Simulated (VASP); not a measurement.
Here is a VASP 6.6.1 calculation.

The input INCAR:

```
SYSTEM = Fe
ALGO     = Normal         ! electronic algorithm
EDIFF    = 1E-6           ! SCF threshold, eV
EDIFFG   = -0.01          ! ionic threshold
ENCUT    = 600            ! plane-wave cutoff, eV
GGA      = RP             ! functional
IBRION   = 2              ! ionic algorithm
ISIF     = 3              ! what is computed and relaxed
ISMEAR   = -1             ! smearing method
ISPIN    = 2              ! spin polarisation
IVDW     = 12             ! dispersion correction
LASPH    = .True.         ! aspherical terms in the spheres
LCHARG   = .False.        ! write CHGCAR
LMAXMIX  = 4              ! l up to which the mixer works
LORBIT   = 11             ! projections on sites
LREAL    = .False.        ! projectors in reciprocal space
LWAVE    = .False.        ! write WAVECAR
MAGMOM   = 3              ! initial moments
NELM     = 150            ! most SCF steps
NSW      = 80             ! ionic steps
PREC     = Accurate       ! precision mode
SIGMA    = 0.05           ! smearing width, eV
```

File KPOINTS:

```
k-points
0
Gamma
  13 13 13
  0 0 0
```

POSCAR

```
Fe
1.0
   -1.4430000000      1.4430000000      1.4430000000
    1.4430000000     -1.4430000000      1.4430000000
    1.4430000000      1.4430000000     -1.4430000000
Fe
1
Direct
    0.0000000000      0.0000000000      0.0000000000
```

Potentials or basis: VASP PAW PBE potentials, release 64 (Fe).

Command:

```bash
$ cat potpaw_PBE.64/Fe/POTCAR > POTCAR
$ mpirun -np 1 vasp_std > vasp.out
```

**Question.** What does it give for the space group after relaxing (to 0.05 Å)?

**Answer.** Im-3m (No. 229).

**Question.** What does it give for the relaxed cell?

**Answer.** a = 2.370 Å, b = 2.370 Å, c = 2.370 Å, α = 109.47°, β = 109.47°, γ = 109.47°.

The path:
```csv
step,energy change (eV),largest force (eV/Å),pressure (GPa),volume (Å³)
1,0.0000,0.0000,-26.63,12.02
2,0.0210,0.0000,51.96,8.87
3,-0.1796,0.0000,-0.95,10.29
4,-0.1797,0.0000,-0.17,10.26
5,-0.1797,0.0000,0.68,10.23
6,-0.1796,0.0000,-0.75,10.29
7,-0.1797,0.0000,0.03,10.25
```

Caveat: the PAW data sets were made with another functional, which shifts forces and pressure a little; the volume moved by -15 % from the deposited cell, more than functionals usually miss; pairwise dispersion overbinds metals, which lowers pressure and volume.
